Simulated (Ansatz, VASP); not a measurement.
**Ca: VASP beside Ansatz**

```
CELL_PARAMETERS angstrom
-2.13595 2.13595 2.13595
2.13595 -2.13595 2.13595
2.13595 2.13595 -2.13595
ATOMIC_POSITIONS crystal
Ca 0.00000 0.00000 0.00000
```

Alike in both runs: task single point; functional BLYP; k mesh 11 × 11 × 11; occupations fermi-dirac, width 0.1 eV; no spin polarisation.

|  | VASP | Ansatz |
| --- | --- | --- |
| version | VASP 6.6.1 | Ansatz 0.2.0 |
| potentials or method | VASP PAW PBE potentials, release 64 (Ca_sv), cutoff 520 eV | plane waves (420 eV) with PAW, scalar-relativistic |
| valence electrons in the cell | 10 | 10 |

|  | VASP | Ansatz | Ansatz less VASP |
| --- | --- | --- | --- |
| pressure (GPa) | 1.5 | 1.5 | -0.02 |

VASP's potentials were made for PBE, not for BLYP.
